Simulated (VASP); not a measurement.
Input of a VASP 6.6.1 run:

The input INCAR:

```
  PREC = Accurate
  ENCUT = 520
  EDIFF = 1E-6
  ISMEAR = 0
  SIGMA = 0.1
  LREAL = False
  LASPH = True
  NELM = 60
  ALGO = Normal
  ISIF = 2
  LWAVE = False
  LCHARG = False
  GGA = PE
  NBANDS = 43
```

The input KPOINTS:

```
Automatic mesh
0
Gamma
  4 4 2
```

File POSCAR:

```
Sn2Se
1.0
    3.7450034100      0.0000000000      0.0000000000
    0.0000000000      3.7450034100      0.0000000000
    0.0000000000      0.0000000000     10.9098882000
Sn Se
4 2
Direct
    0.5000000000      0.0000000000      0.7552999900
    0.0000000000      0.5000000000      0.2447000100
    0.5000000000      0.0000000000      0.0776000000
    0.0000000000      0.5000000000      0.9224000000
    0.5000000000      0.0000000000      0.3664999900
    0.0000000000      0.5000000000      0.6335000100
```

Potentials or basis: VASP PAW PBE potentials, release 64 (Sn_d, Se).

Command:

```bash
$ cat potpaw_PBE.64/Sn_d/POTCAR potpaw_PBE.64/Se/POTCAR > POTCAR
$ mpirun -np 1 vasp_std > vasp.out
```

(1) Predict the largest force.

(2) Estimate the band gap on the k mesh.

(3) Estimate the pressure.

Results:

(1) 0.991 eV/Å.

(2) zero (band 34 reaches 7.72 eV, above the bottom of band 35 at 6.16 eV).

(3) 4.1 GPa.

Caveat: the k points lie up to 0.42 Å⁻¹ apart; spin-orbit coupling is left out, which moves the levels of the heavy elements; this functional lacks dispersion, which binds the layers, so the pressure and a relaxed spacing across them are unreliable.
